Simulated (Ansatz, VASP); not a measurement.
## HfO2: VASP beside Ansatz

```
Hf O
1.0
     0.00000    2.55750    2.55750
     2.55750    0.00000    2.55750
     2.55750    2.55750    0.00000
Hf O
1 2
Cartesian
  0.0000 0.0000 0.0000
  3.8363 3.8363 3.8363
  1.2788 1.2788 1.2788
```

Alike in both runs: functional r2SCAN50; k mesh 5 × 5 × 5; occupations fermi-dirac, width 0.05 eV; no spin polarisation.

```csv
,VASP,Ansatz
version,VASP 6.6.1,Ansatz 0.2.0
potentials or method,"VASP PAW PBE potentials, release 64 (Hf_pv, O)",Ansatz PAW
plane-wave cutoff (eV),520,500
valence electrons in the cell,22,38
task,single point,band structure
```

Ansatz gave:

| Property | Result |
| --- | --- |
| gap on the k mesh at the Fermi level (eV) | 9.09 |
| pressure (GPa) | -15.0 |

Q: Which values does VASP return?

A: gap on the k mesh at the Fermi level (eV): 8.99; pressure (GPa): -20.8.

VASP's potentials were made for PBE, not for r2SCAN50. One of these differences is far larger than is usual between the two programs; its cause wasn't traced. The functional is the same, so the differences come from potentials, cutoffs and numerics. VASP's potentials hold 22 valence electrons a cell and Ansatz's 38, so a difference there can come from the potentials and not from the codes.

The k mesh is coarse, so the values compare programs but aren't converged. Neither program's run includes spin-orbit coupling.
